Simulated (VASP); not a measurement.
Here is a VASP 6.6.1 calculation.

INCAR

```
  PREC = Accurate
  ENCUT = 520
  EDIFF = 1E-7
  ISMEAR = -1
  SIGMA = 0.05
  LREAL = F
  LASPH = T
  NELM = 100
  ALGO = Normal
  ISIF = 2
  LWAVE = F
  LCHARG = F
  GGA = PS
  NBANDS = 12
```

File KPOINTS:

```
regular mesh
0
Gamma
  9 9 9
```

POSCAR

```
SiF
1.0
    2.9819549509      0.0000000000      0.0000000000
    0.0000000000      2.9819549509      0.0000000000
    0.0000000000      0.0000000000      2.9819549509
Si F
1 1
Direct
    0.5000000000      0.5000000000      0.5000000000
    0.0000000000      0.0000000000      0.0000000000
```

Potentials or basis: VASP PAW PBE potentials, release 64 (Si, F).

The run is started by

```sh
$ cat potpaw_PBE.64/Si/POTCAR potpaw_PBE.64/F/POTCAR > POTCAR
$ mpirun -np 1 vasp_std > vasp.out
```

**Question.** What does it give for the pressure?

**Answer.** -0.2 GPa.

Caveat: the PAW data sets were made with another functional, which shifts forces and pressure a little; an odd number of electrons without spin polarisation forces a metal; a magnetic or distorted state may lie lower.
